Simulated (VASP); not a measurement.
# TiO2 (P4_2/mnm) in VASP: further runs, part 2 of 2

VASP 6.6.1. The steps go on from the part before.

## (4) Single point, PBE+U (biaxial strain in the a-b plane: +3.0 %)

File INCAR:

```
SYSTEM = TiO2
ALGO = Normal ; EDIFF = 1E-6
ENCUT = 520 ; GGA = PE
ISIF = 2 ; ISMEAR = 0
LASPH = .TRUE. ; LCHARG = .FALSE.
LDAU = .TRUE. ; LDAUJ = 0 0
LDAUL = 2 -1 ; LDAUPRINT = 1
LDAUTYPE = 2 ; LDAUU = 4 0
LMAXMIX = 4 ; LREAL = .FALSE.
LWAVE = .FALSE. ; NBANDS = 33
NELM = 150 ; PREC = Accurate
SIGMA = 0.02
```

File KPOINTS:

```
k-points
0
G
  6 6 10
  0 0 0
```

File POSCAR:

```
TiO2
1.0
    4.7795605103      0.0000000000      0.0000000000
    0.0000000000      4.7795605103      0.0000000000
    0.0000000000      0.0000000000      2.9520026704
Ti O
2 4
Direct
    0.5000000000      0.5000000000      0.0000000000
    0.0000000000      0.0000000000      0.5000000000
    0.6934621982      0.6934621982      0.5000000000
    0.8065378018      0.1934621982      0.0000000000
    0.1934621982      0.8065378018      0.0000000000
    0.3065378018      0.3065378018      0.5000000000
```

Potentials or basis: VASP PAW PBE potentials, release 64 (Ti_sv, O).

On the command line:

```sh
$ cat potpaw_PBE.64/Ti_sv/POTCAR potpaw_PBE.64/O/POTCAR > POTCAR
$ mpirun -np 1 vasp_std > vasp.out
```

OUTCAR:

```text
SYSTEM = TiO2
   EDIFF = 1E-6
   ENCUT = 520
   GGA = PE
   ISIF = 2
   ISMEAR = 0
   LASPH = .TRUE.
   LREAL = .FALSE.
   NELM = 150
   PREC = Accurate

 ion  position               nearest neighbor table
   1  0.500  0.500  0.000-   3 1.97   6 1.97   3 1.97   6 1.97   5 2.07   4 2.07
   2  0.000  0.000  0.500-   4 1.97   5 1.97   4 1.97   5 1.97   3 2.07   6 2.07
   3  0.693  0.693  0.500-   1 1.97   1 1.97   2 2.07
   4  0.807  0.193  0.000-   2 1.97   2 1.97   1 2.07
   5  0.193  0.807  0.000-   2 1.97   2 1.97   1 2.07
   6  0.307  0.307  0.500-   1 1.97   1 1.97   2 2.07

  LATTYP: Found a simple tetragonal cell.
 ALAT       =     4.7795605103
 C/A-ratio  =     0.6176305675

  Lattice vectors:

 A1 = (   4.7795605103,   0.0000000000,   0.0000000000)
 A2 = (   0.0000000000,   4.7795605103,   0.0000000000)
 A3 = (   0.0000000000,   0.0000000000,   2.9520026704)

Analysis of symmetry for initial positions (statically):
=====================================================================
 Subroutine PRICEL returns:
 Original cell was already a primitive cell.

 Routine SETGRP: Setting up the symmetry group for a
 simple tetragonal supercell.

 Subroutine GETGRP returns: Found 16 space group operations
 (whereof  8 operations were pure point group operations)
 out of a pool of 16 trial point group operations.

The static configuration has the point symmetry D_2h.
 The point group associated with its full space group is D_4h.

[... 223 lines left out ...]
  o =  0.0984  v =  0.0000  0.7071  0.0000  0.7071  0.0000  0.0000  0.0000  0.0000  0.0000  0.0000      0.0000  0.0000  0.0000  0.0000  0.0000  0.0000  0.0000  0.0000  0.0000  0.0000
  o =  0.0984  v =  0.0000  0.0000  0.0000  0.0000  0.0000  0.0000  0.7071  0.0000  0.7071  0.0000      0.0000  0.0000  0.0000  0.0000  0.0000  0.0000  0.0000  0.0000  0.0000  0.0000
  o =  0.2196  v = -0.8408 -0.0000  0.5413  0.0000  0.0000  0.0000  0.0000  0.0000  0.0000  0.0000      0.0000  0.0000  0.0000  0.0000  0.0000  0.0000  0.0000  0.0000  0.0000  0.0000
  o =  0.2196  v =  0.0000  0.0000  0.0000  0.0000  0.0000 -0.8408 -0.0000  0.5413  0.0000  0.0000      0.0000  0.0000  0.0000  0.0000  0.0000  0.0000  0.0000  0.0000  0.0000  0.0000
  o =  0.2728  v =  0.0000  0.0000  0.0000  0.0000  0.0000  0.0000  0.7071  0.0000 -0.7071  0.0000      0.0000  0.0000  0.0000  0.0000  0.0000  0.0000  0.0000  0.0000  0.0000  0.0000
  o =  0.2728  v =  0.0000  0.7071  0.0000 -0.7071  0.0000  0.0000  0.0000  0.0000  0.0000  0.0000      0.0000  0.0000  0.0000  0.0000  0.0000  0.0000  0.0000  0.0000  0.0000  0.0000

 number of electron      47.9999968 magnetization

 Free energy of the ion-electron system (eV)
  ---------------------------------------------------
  ext. energy  EPLUGINS =         0.00000000
  ---------------------------------------------------
  free energy    TOTEN  =       -48.38340228 eV

  energy without entropy =      -48.38340228  energy(sigma->0) =      -48.38340228

 E-fermi :   4.4260     XC(G=0): -11.0002

 val. band max:        4.2135449546   @ k =   0.0000   0.0000   0.0000
 cond. band min:       6.4895557817   @ k =   0.5000   0.5000   0.0000
 fundamental gap:      2.2760108271
 Fermi energy:         4.4260040193

 k-point     1 :       0.0000    0.0000    0.0000
  band No.  band energies     occupation
      1     -53.8577      2.00000
      2     -53.8482      2.00000
      3     -30.0481      2.00000
      4     -30.0481      2.00000
      5     -29.9502      2.00000
      6     -29.9502      2.00000
[... 853 lines left out ...]
     32       9.0815      0.00000
     33      10.2337      0.00000

 [... further k-points ...]

------------------------ aborting loop because EDIFF is reached ----------------------------------------

  FORCE on cell =-STRESS in cart. coord.  units (eV):
  Direction    XX          YY          ZZ          XY          YZ          ZX
  --------------------------------------------------------------------------------------
  -------------------------------------------------------------------------------------
  Total       -2.5111356     -2.5111356      1.9290066     -0.0000000      0.0000000      0.0000000
  in kB      -59.6606624    -59.6606624     45.8301868     -0.0000000      0.0000000      0.0000000
  external PRESSURE =     -24.4970460 kB  Pullay stress =       0.0000000 kB

 VOLUME and BASIS-vectors are now :
 -----------------------------------------------------------------------------
  energy-cutoff  :      520.00
  volume of cell :       67.44
      direct lattice vectors                 reciprocal lattice vectors
     4.779560510  0.000000000  0.000000000     0.209224258  0.000000000  0.000000000
     0.000000000  4.779560510  0.000000000     0.000000000  0.209224258  0.000000000
     0.000000000  0.000000000  2.952002670     0.000000000  0.000000000  0.338753081

 POSITION                                       TOTAL-FORCE (eV/Angst)
 -----------------------------------------------------------------------------------
      2.38978      2.38978      0.00000         0.000000      0.000000      0.000000
      0.00000      0.00000      1.47600         0.000000      0.000000      0.000000
      3.31444      3.31444      1.47600         0.048567      0.048567      0.000000
      3.85490      0.92466      0.00000        -0.048567      0.048567      0.000000
      0.92466      3.85490      0.00000         0.048567     -0.048567     -0.000000
      1.46512      1.46512      1.47600        -0.048567     -0.048567     -0.000000
 -----------------------------------------------------------------------------------
    total drift:                               -0.000000      0.000000     -0.000000

  FREE ENERGIE OF THE ION-ELECTRON SYSTEM (eV)
  ---------------------------------------------------
  free  energy   TOTEN  =       -48.3834022785 eV

  energy  without entropy=      -48.3834022785  energy(sigma->0) =      -48.38340228
```

It took 52 s on 1 thread of Intel Xeon 6975P-C (Granite Rapids), shared host; peak memory 0.24 GiB.

What came out:

| Quantity | Value |
| --- | --- |
| Free energy | -48.3834 eV |
| Pressure | -2.4 GPa |
| Largest force | 0.069 eV/Å |
| Band gap on the k mesh | 2.28 eV (least direct gap 2.30 eV) |

Forces in eV/Å, atoms in the order of the input:
```
Ti   0.000  0.000  0.000
Ti   0.000  0.000  0.000
O    0.049  0.049  0.000
O   -0.049  0.049  0.000
O    0.049 -0.049  0.000
O   -0.049 -0.049  0.000
```

Stress tensor (GPa, compression positive):
```
-5.97  0.00  0.00
 0.00 -5.97  0.00
 0.00  0.00  4.58
```

Eigenvalues of the final occupation matrices:
| site | spin | trace | eigenvalues |
| --- | --- | --- | --- |
| site 1 d | 1 | 0.77 | 0.08 0.09 0.10 0.22 0.27 |
| site 1 d | 2 | 0.77 | 0.08 0.09 0.10 0.22 0.27 |
| site 2 d | 1 | 0.77 | 0.08 0.09 0.10 0.22 0.27 |
| site 2 d | 2 | 0.77 | 0.08 0.09 0.10 0.22 0.27 |

Caveat: the cell differs from its parent crystal (biaxial strain in the a-b plane: +3.0 %); the stress differs along the axes, from -6 to 5 GPa. A k mesh can miss the band edges.

## (5) Summary

```csv
cell,gap on the mesh (eV),pressure (GPa),largest force (eV/Å)
"a = 4.710, b = 4.710, c = 2.979 Å, 6 atoms, atomic positions A",2.27,0.3,0.07
"a = 4.780, b = 4.780, c = 2.956 Å, 6 atoms, atomic positions B",2.33,-2.3,0.22
"a = 4.780, b = 4.780, c = 2.952 Å, 6 atoms, atomic positions C",2.28,-2.4,0.07
```

Alike in all rows: task single point; level PBE+U; potentials or basis VASP PAW PBE potentials, release 64 (Ti_sv, O); no spin polarisation; Ti d U = 4.0 eV; k mesh 6 × 6 × 10; cutoff (eV) 520; smearing gaussian 0.02 eV.

Caveats: the stress differs along the axes, from -2 to 4 GPa (at least some runs); the stress differs along the axes, from -6 to 4 GPa (at least some runs); the stress differs along the axes, from -6 to 5 GPa (at least some runs).

Absolute energies hang on the potentials; compare differences alone.
